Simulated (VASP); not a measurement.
Write the native input for VASP 6.6.1 that does the following.

| Quantity | Value |
| --- | --- |
| Task | single point |
| Functional | PBE |
| Potentials or basis | VASP PAW PBE potentials, release 64 (Ba_sv, Te) |
| Cutoff | 520 eV |
| k mesh | 6 × 6 × 4 |
| Occupations | gaussian, width 0.02 eV |
| Spin | no spin polarisation |
| Dipole correction | no |
| Further INCAR settings | ALGO = Normal; EDIFF = 1e-06; NBANDS = 24 |

The structure of BaTe lies in POSCAR:

```
BaTe
1.0
    5.0643472287      0.0000000000      0.0000000000
   -2.5321736143      4.3858533537      0.0000000000
    0.0000000000      0.0000000000      8.8378283218
Ba Te
2 2
Direct
    0.0000000000      0.0000000000      0.0000000000
    0.0000000000      0.0000000000      0.5000000000
    0.3333333333      0.6666666667      0.7500000000
    0.6666666667      0.3333333333      0.2500000000
```

One way to write it, as run:

INCAR

```
SYSTEM = BaTe
  ALGO = Normal
  EDIFF = 1E-6
  ENCUT = 520
  GGA = PE
  ISIF = 2
  ISMEAR = 0
  LASPH = .True.
  LCHARG = .False.
  LREAL = .False.
  LWAVE = .False.
  NBANDS = 24
  NELM = 80
  PREC = Accurate
  SIGMA = 0.02
```

KPOINTS

```
k-points
0
Gamma
  6 6 4
  0 0 0
```

Potentials or basis: VASP PAW PBE potentials, release 64 (Ba_sv, Te).

Command:

```bash
$ cat potpaw_PBE.64/Ba_sv/POTCAR potpaw_PBE.64/Te/POTCAR > POTCAR
$ mpirun -np 1 vasp_std > vasp.out
```

Results of the run:

The pressure is -1.9 GPa. The band gap on the k mesh is 1.80 eV (least direct gap 1.84 eV).

Caveat: spin-orbit coupling is left out, which moves the levels of the heavy elements.

Wall time 3.5 min on 1 thread of Intel Xeon 8259CL, on a shared host, peak memory 0.37 GiB.
